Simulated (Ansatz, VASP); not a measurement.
## Two plane-wave programs on Mg

The input INCAR:

```
SYSTEM = Mg
PREC = Accurate
ENCUT = 520
EDIFF = 1E-6
ISMEAR = 1
SIGMA = 0.1
LREAL = .False.
LASPH = .True.
NELM = 120
ALGO = Normal
ISIF = 2
LWAVE = .False.
LCHARG = .True.
LDIPOL = .True.
IDIPOL = 3
DIPOL = 0.5 0.5 0.437
GGA = RE
IVDW = 12
LELF = .True.
LVHAR = .True.
LVACPOTAV = .True.
NBANDS = 10
GGA_COMPAT = .False.
NELMDL = -8
```

The input KPOINTS:

```
regular mesh
0
Gamma
  12 12 1
  0 0 0
```

POSCAR

```
Mg
1.0
    3.0962192302      0.0000000000      0.0000000000
   -1.5481096151      2.6814045090      0.0000000000
    0.0000000000      0.0000000000     21.9517777824
Mg
3
Direct
    0.6666666667      0.3333333333      0.3188807790
    0.3333333333      0.6666666667      0.4378725731
    0.6666666667      0.3333333333      0.5540689176
```

Input for Ansatz:

```yaml
crystal:
  lattice:
    - [3.0962192302, 0.0, 0.0]
    - [-1.5481096151, 2.681404509, 0.0]
    - [0.0, 0.0, 21.9517777824]
  atoms:
    - { symbol: Mg, position: [0.6666666667, 0.3333333333, 0.318880779] }
    - { symbol: Mg, position: [0.3333333333, 0.6666666667, 0.4378725731] }
    - { symbol: Mg, position: [0.6666666667, 0.3333333333, 0.5540689176] }
basis:
  ecutwfc: 420
kpoints:
  mp_grid: { grid: [12, 12, 1] }
hamiltonian:
  xc: revpbe
  dispersion: d3bj
  pseudopotentials: { kind: paw, azcp: { folder: soft_1 } }
scf:
  occupations: { method: methfessel_paxton, width: 0.1 }
  n_extra_bands: 8
  max_iter: 160
output:
  forces: true
  eigenvalues: true
  write_density: true
  write_potential: true
  elf: true
  volumetric_format: npy
efield:
  axis: 3
  dipole_correction: true
```

Alike in both runs: task single point; functional revPBE; dispersion D3(BJ); k mesh 12 × 12 × 1; occupations methfessel-paxton of order 1, width 0.1 eV; no spin polarisation.

|  | VASP | Ansatz |
| --- | --- | --- |
| version | VASP 6.6.1 | Ansatz 0.2.0 |
| potentials or method | VASP PAW PBE potentials, release 64 (Mg), cutoff 520 eV | scalar-relativistic, plane waves, PAW |
| valence electrons in the cell | 6 | 30 |

```csv
,VASP,Ansatz,Ansatz less VASP
gap on the k mesh at the Fermi level (eV),none,none,-
rms of the force components (eV/Å),0.067,0.070,+0.0031
```

VASP's potentials were made for PBE, not for revPBE. Atom by atom the forces differ by 0.004 eV/Å (rms over components). A gap of «none» marks a metal or a gap that the smearing closes. VASP's potentials hold 6 valence electrons a cell and Ansatz's 30, so a difference there can come from the potentials and not from the codes.
